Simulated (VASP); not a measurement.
# Ti3C in VASP: relaxation of the atoms with PBEsol

Aim: the relaxation of the atoms of Ti3C with PBEsol.

Program: VASP 6.6.1. These are calculated values, not measurements. Logs are shortened: lines on timing, memory, paths and dates and some standing lists are left out, and cuts for length are marked.

## Step 1: The cell of the first run

The cell holds a slab with vacuum, 4 atoms: a = 2.780 Å, b = 2.780 Å, c = 19.776 Å, α = 90.00°, β = 90.00°, γ = 109.47°.

## Step 2: Relaxation of the atoms, PBEsol

File INCAR:

```
SYSTEM = Ti3C
ALGO = Normal
DIPOL = 0.5 0.5 0.356
EDIFF = 1E-6
EDIFFG = -0.025
ENCUT = 520
GGA = PS
IBRION = 2
IDIPOL = 3
ISIF = 2
ISMEAR = 0
KPAR = 2
LASPH = .TRUE.
LCHARG = .FALSE.
LDIPOL = .TRUE.
LREAL = .FALSE.
LWAVE = .FALSE.
NELM = 80
NSW = 36
PREC = Accurate
SIGMA = 0.1
```

File KPOINTS:

```
k-points
0
G
  10 10 1
  0 0 0
```

File POSCAR:

```
Ti3C
1.0
    2.7797925781      0.0000000000      0.0000000000
   -0.9265975260      2.6208135764      0.0000000000
    0.0000000000      0.0000000000     19.7756614792
Ti C
3 1
Selective dynamics
Direct
    0.5000000000      0.5000000000      0.2022688346  F F F
    0.0000000000      0.0000000000      0.3106574497  F F F
    0.5000000000      0.5000000000      0.4184771006  F F F
    0.6666666667      1.0000000000      0.4933165694  F F T
```

Potentials or basis: VASP PAW PBE potentials, release 64 (Ti_sv, C).

Run with:

```
$ cat potpaw_PBE.64/Ti_sv/POTCAR potpaw_PBE.64/C/POTCAR > POTCAR
$ mpirun -np 2 vasp_std > vasp.out
```

OUTCAR:

```text
SYSTEM = Ti3C
   EDIFF = 1E-6
   EDIFFG = -0.025
   ENCUT = 520
   GGA = PS
   IBRION = 2
   ISIF = 2
   ISMEAR = 0
   LASPH = .TRUE.
   LREAL = .FALSE.
   NELM = 80
   NSW = 36
   PREC = Accurate

 ion  position               nearest neighbor table
   1  0.500  0.500  0.202-   2 2.68   2 2.68
   2  0.000  0.000  0.311-   3 2.67   3 2.67   1 2.68   1 2.68
   3  0.500  0.500  0.418-   4 1.98   4 2.18   2 2.67   2 2.67
   4  0.667  0.000  0.493-   3 1.98   3 2.18

  LATTYP: Found a base centered orthorhombic cell.
 ALAT       =     3.2098279866
 B/A-ratio  =     1.4142135623
 C/A-ratio  =     6.1609723518

  Lattice vectors:

 A1 = (   2.7797925781,   0.0000000000,   0.0000000000)
 A2 = (  -0.9265975260,   2.6208135764,   0.0000000000)
 A3 = (   0.0000000000,   0.0000000000,  19.7756614792)

Analysis of symmetry for initial positions (statically):
=====================================================================
 Subroutine PRICEL returns:
 Original cell was already a primitive cell.

 Routine SETGRP: Setting up the symmetry group for a
 base centered orthorhombic supercell.

 Subroutine GETGRP returns: Found  1 space group operations
 (whereof  1 operations were pure point group operations)
 out of a pool of  8 trial point group operations.

The static configuration has the point symmetry C_1 .

Analysis of symmetry for dynamics (positions and initial velocities):
=====================================================================
 Subroutine PRICEL returns:
 Original cell was already a primitive cell.

 Routine SETGRP: Setting up the symmetry group for a
 base centered orthorhombic supercell.

 Subroutine GETGRP returns: Found  1 space group operations
 (whereof  1 operations were pure point group operations)
 out of a pool of  8 trial point group operations.

The dynamic configuration has the point symmetry C_1 .

Analysis of constrained symmetry for selective dynamics:
=====================================================================
 Subroutine PRICEL returns:
 Original cell was already a primitive cell.

 Routine SETGRP: Setting up the symmetry group for a
 base centered orthorhombic supercell.

 Subroutine GETGRP returns: Found  1 space group operations
 (whereof  1 operations were pure point group operations)
 out of a pool of  8 trial point group operations.

The constrained configuration has the point symmetry C_1 .

 Subroutine INISYM returns: Found  1 space group operations
 (whereof  1 operations are pure point group operations),
 and found     1 'primitive' translations

----------------------------------------------------------------------------------------

                                     Primitive cell

  volume of cell :     144.0720

  direct lattice vectors                    reciprocal lattice vectors
     2.779792578  0.000000000  0.000000000     0.359739071  0.127186968  0.000000000
    -0.926597526  2.620813576  0.000000000     0.000000000  0.381560905  0.000000000
     0.000000000  0.000000000 19.775661479     0.000000000  0.000000000  0.050567209

  length of vectors
     2.779792578  2.779792578 19.775661479     0.381560905  0.381560905  0.050567209

  position of ions in fractional coordinates (direct lattice)
     0.500000000  0.500000000  0.202268835
     0.000000000  0.000000000  0.310657450
     0.500000000  0.500000000  0.418477101
     0.666666667  0.000000000  0.493316569

  ion indices of the primitive-cell ions
   primitive index   ion index
                 1           1
                 2           2
                 3           3
                 4           4

----------------------------------------------------------------------------------------

 KPOINTS: k-points

Automatic generation of k-mesh.
 Grid dimensions read from file:
 generate k-points for:   10   10    1

 Generating k-lattice:

  Cartesian coordinates                     Fractional coordinates (reciprocal lattice)
     0.035973907  0.012718697  0.000000000     0.100000000  0.000000000  0.000000000
     0.000000000  0.038156090  0.000000000     0.000000000  0.100000000  0.000000000
     0.000000000  0.000000000  0.050567209     0.000000000  0.000000000  1.000000000

  Length of vectors
     0.038156090  0.038156090  0.050567209

  Shift w.r.t. Gamma in fractional coordinates (k-lattice)
     0.000000000  0.000000000  0.000000000

 Subroutine IBZKPT returns following result:
 ===========================================

 Found     52 irreducible k-points:

 Following reciprocal coordinates:
            Coordinates               Weight
  0.000000  0.000000  0.000000      1.000000
  0.100000  0.000000  0.000000      2.000000
  0.000000  0.100000  0.000000      2.000000
  0.200000  0.000000  0.000000      2.000000
  0.000000  0.200000  0.000000      2.000000
  0.300000  0.000000  0.000000      2.000000
[... 16 lines left out ...]
 -0.300000  0.100000  0.000000      2.000000
  0.100000 -0.300000  0.000000      2.000000
 [... further k-points ...]
   k-points           NKPTS =     52   k-points in BZ     NKDIM =     52   number of bands    NBANDS=     24
   number of dos      NEDOS =    301   number of ions     NIONS =      4
   total plane-waves  NPLWV =  86400
   dimension x,y,z NGX =    24 NGY =   24 NGZ =  150
   dimension x,y,z NGXF=    48 NGYF=   48 NGZF=  300
   ions per type =               3   1
   NGX,Y,Z   is equivalent  to a cutoff of  14.35, 14.35, 12.61 a.u.
   NGXF,Y,Z  is equivalent  to a cutoff of  28.71, 28.71, 25.22 a.u.
 SYSTEM =  Ti3C
   PREC   = accura    normal or accurate (medium, high low for compatibility)
   ISTART =      0    job   : 0-new  1-cont  2-samecut
   ICHARG =      2    charge: 1-file 2-atom 10-const
   ISPIN  =      1    spin polarized calculation?
   LNONCOLLINEAR =      F non collinear calculations
   LSORBIT =      F    spin-orbit coupling
   LASPH  =      T    aspherical Exc in radial PAW
   ENCUT  =  520.0 eV  38.22 Ry    6.18 a.u.   5.17  5.17 36.77*2*pi/ulx,y,z
   NELM   =     80;   NELMIN=  2; NELMDL= -5     # of ELM steps
   EDIFF  = 0.1E-05   stopping-criterion for ELM
   LREAL  =      F    real-space projection
   EDIFFG = -.3E-01   stopping-criterion for IOM
   NSW    =     36    number of steps for IOM
   IBRION =      2    ionic relax: 0-MD 1-quasi-New 2-CG
   NFREE  =      1    steps in history (QN), initial steepest desc. (CG)
   ISIF   =      2    stress and relaxation
   ISYM   =      2    0-nonsym 1-usesym 2-fastsym
   POTIM  = 0.5000    time-step for ionic-motion
   TEBEG  =    0.0;   TEEND  =   0.0 temperature during run
   PSTRESS=    0.0 pullay stress
   NELECT =      40.0000    total number of electrons
   NUPDOWN=      -1.0000    fix difference up-down
   EMIN   =  10.00;   EMAX   =-10.00  energy-range for DOS
   EFERMI =   0.00;   METHOD = LEGACY
   ISMEAR =     0;   SIGMA  =   0.10  broadening in eV -4-tet -1-fermi 0-gaus
   EFERMI_NEDOS =   21; number of points for ismear=-14 and -15
   IALGO  =     38    algorithm
   IMIX   =      4    mixing-type and parameters
     AMIX     =   0.40;   BMIX     =  1.00
     AMIX_MAG =   1.60;   BMIX_MAG =  1.00
  volume/ion in A,a.u.               =      36.02       243.06
  Fermi-wavevector in a.u.,A,eV,Ry     =   1.067993  2.018214 15.518922  1.140609
  Thomas-Fermi vector in A             =   2.203627
   LORBIT       =      0    0 simple, 1 ext, 2 COOP (PROOUT), +10 PAW based schemes
   GGA     = PS    functional components
   LHFCALC =     F    Hartree Fock is set to
   AEXX    =    0.0000 exact exchange contribution
   IVDW    =     0    specifies the selected vdW correction
   LEPSILON=     F    determine dielectric tensor
   LRPA    =     F    only Hartree local field effects (RPA)
 conjugate gradient relaxation of ions
 non-spin polarized calculation
 Gauss-broadening in eV      SIGMA  =   0.10
  energy-cutoff  :      520.00
  volume of cell :      144.07
 maximum number of plane-waves:      3916
 NGX is ok and might be reduce to    24
   NGX = 11   NGY = 11   NGZ = 73

 dipolmoment           0.000000      0.000000     -0.028115 electrons x Angstroem

--------------------------------------- Ionic step        1  -------------------------------------------

 number of electron      40.0000007 magnetization

 Free energy of the ion-electron system (eV)
  ---------------------------------------------------
  ext. energy  EPLUGINS =         0.00000000
  ---------------------------------------------------
  free energy    TOTEN  =       -29.80682596 eV

  energy without entropy =      -29.76768686  energy(sigma->0) =      -29.78725641

------------------------ aborting loop because EDIFF is reached ----------------------------------------

  FORCE on cell =-STRESS in cart. coord.  units (eV):
  Direction    XX          YY          ZZ          XY          YZ          ZX
  --------------------------------------------------------------------------------------
  -------------------------------------------------------------------------------------
  Total       -0.3311619     -0.2847682     -1.0188366      0.1947138      0.4920689      0.1356415
  in kB       -3.6827433     -3.1668135    -11.3301477      2.1653488      5.4721368      1.5084251
  external PRESSURE =      -6.0599015 kB  Pullay stress =       0.0000000 kB
[... 137 lines left out ...]
  energy  without entropy=      -29.9974511466  energy(sigma->0) =      -30.01609582

--------------------------------------- Ionic step        5  -------------------------------------------

 number of electron      40.0000006 magnetization

 dipolmoment           0.000000      0.000000      0.080505 electrons x Angstroem

 Free energy of the ion-electron system (eV)
  ---------------------------------------------------
  ext. energy  EPLUGINS =         0.00000000
  ---------------------------------------------------
  free energy    TOTEN  =       -30.03512271 eV

  energy without entropy =      -29.99827626  energy(sigma->0) =      -30.01669948

 E-fermi :  -0.1682     XC(G=0):  -5.4736

 val. band max:       -0.1685512831   @ k =   0.1000  -0.4000   0.0000
 cond. band min:      -0.1659002128   @ k =  -0.3000   0.3000   0.0000
 fundamental gap:      0.0026510702
 Fermi energy:        -0.1682322990

 k-point     1 :       0.0000    0.0000    0.0000
  band No.  band energies     occupation
      1     -56.4838      2.00000
      2     -56.1134      2.00000
      3     -55.6446      2.00000
      4     -33.0263      2.00000
      5     -32.5800      2.00000
      6     -32.5297      2.00000
[... 637 lines left out ...]
     23       0.6681      0.00000
     24       1.4712      0.00000

 [... further k-points ...]

------------------------ aborting loop because EDIFF is reached ----------------------------------------

 vacuum level on the upper side and lower side of the slab       (xc-potential included)         0.961        -0.986

  FORCE on cell =-STRESS in cart. coord.  units (eV):
  Direction    XX          YY          ZZ          XY          YZ          ZX
  --------------------------------------------------------------------------------------
  -------------------------------------------------------------------------------------
  Total        1.0712605      4.5376412      1.2868442     -0.6252856      1.7822457      0.4341938
  in kB       11.9131367     50.4616208     14.3105722     -6.9535959     19.8197702      4.8285272
  external PRESSURE =      25.5617766 kB  Pullay stress =       0.0000000 kB

 VOLUME and BASIS-vectors are now :
 -----------------------------------------------------------------------------
  energy-cutoff  :      520.00
  volume of cell :      144.07
      direct lattice vectors                 reciprocal lattice vectors
     2.779792578  0.000000000  0.000000000     0.359739071  0.127186968  0.000000000
    -0.926597526  2.620813576  0.000000000     0.000000000  0.381560905  0.000000000
     0.000000000  0.000000000 19.775661479     0.000000000  0.000000000  0.050567209
[... 10 lines left out ...]
  FREE ENERGIE OF THE ION-ELECTRON SYSTEM (eV)
  ---------------------------------------------------
  free  energy   TOTEN  =       -30.0351227052 eV

  energy  without entropy=      -29.9982762638  energy(sigma->0) =      -30.01669948

 reached required accuracy - stopping structural energy minimisation

 vacuum level on the upper side and lower side of the slab         6.277         4.278
```

Run time: 8 min. Hardware: 2 MPI ranks of Intel Xeon Platinum 8259CL at 2.50GHz (Skylake/Cascade Lake), shared host; peak memory 0.38 GiB.

What came out:

* Free energy: -30.0351 eV
* Energy gained by relaxing: 57.1 meV/atom
* Ionic steps: 5
* Band gap on the k mesh: zero (bands 20 and 21 overlap by 0.32 eV)

The path:
| step | energy change (eV) | largest force on free atoms (eV/Å) | pressure (GPa) |
| --- | --- | --- | --- |
| 1 | 0.0000 | 1.6643 | -0.61 |
| 2 | -0.1159 | 1.2167 | 0.26 |
| 3 | -0.2262 | 0.2181 | 2.89 |
| 4 | -0.2279 | 0.0867 | 2.43 |
| 5 | -0.2283 | 0.0067 | 2.56 |

Final structure:
```cif
data_structure
_symmetry_space_group_name_H-M 'P 1'
_symmetry_Int_Tables_number 1
_cell_length_a 2.7798
_cell_length_b 2.7798
_cell_length_c 19.7757
_cell_angle_alpha 90.000
_cell_angle_beta 90.000
_cell_angle_gamma 109.471
_cell_volume 144.07
loop_
_atom_site_label
_atom_site_type_symbol
_atom_site_fract_x
_atom_site_fract_y
_atom_site_fract_z
_atom_site_occupancy
Ti1 Ti 0.50000 0.50000 0.20227 1
Ti2 Ti 0.00000 0.00000 0.31066 1
Ti3 Ti 0.50000 0.50000 0.41848 1
C1 C 0.66667 0.00000 0.48073 1
```

Caveat: the PAW data sets were made with another functional, which shifts forces and pressure a little.
